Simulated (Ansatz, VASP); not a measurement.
## Two plane-wave programs on Ta2Ru

```
CELL_PARAMETERS angstrom
4.58070 0.00000 0.00000
-2.29035 3.96700 0.00000
0.00000 0.00000 2.77692
ATOMIC_POSITIONS crystal
Ta 0.33333 0.66667 0.50000
Ta 0.66667 0.33333 0.50000
Ru 0.00000 0.00000 0.00000
```

Change from the starting cell: species swapped into the CeHg2 type (P6/mmm, No. 191).

Alike in both runs: functional PBE; k mesh 12 × 12 × 16; occupations gaussian, width 0.1 eV; no spin polarisation.

Ansatz relaxed the structure, and its values are those at the end. VASP's run is a single point on that final structure, the one shown.

```csv
,VASP,Ansatz
version,VASP 6.6.1,Ansatz 0.2.0
potentials or method,"VASP PAW PBE potentials, release 64 (Ta_pv, Ru_pv), cutoff 520 eV","scalar-relativistic, plane waves, PAW"
valence electrons in the cell,36,42
```

|  | VASP | Ansatz | Ansatz less VASP |
| --- | --- | --- | --- |
| gap on the k mesh at the Fermi level (eV) | none | none | - |
| pressure (GPa) | 0.2 | 0.0 | -0.21 |

A gap of «none» marks a metal or a gap that the smearing closes. VASP's potentials hold 36 valence electrons a cell and Ansatz's 42, so a difference there can come from the potentials and not from the codes.

Spin-orbit coupling is off throughout.
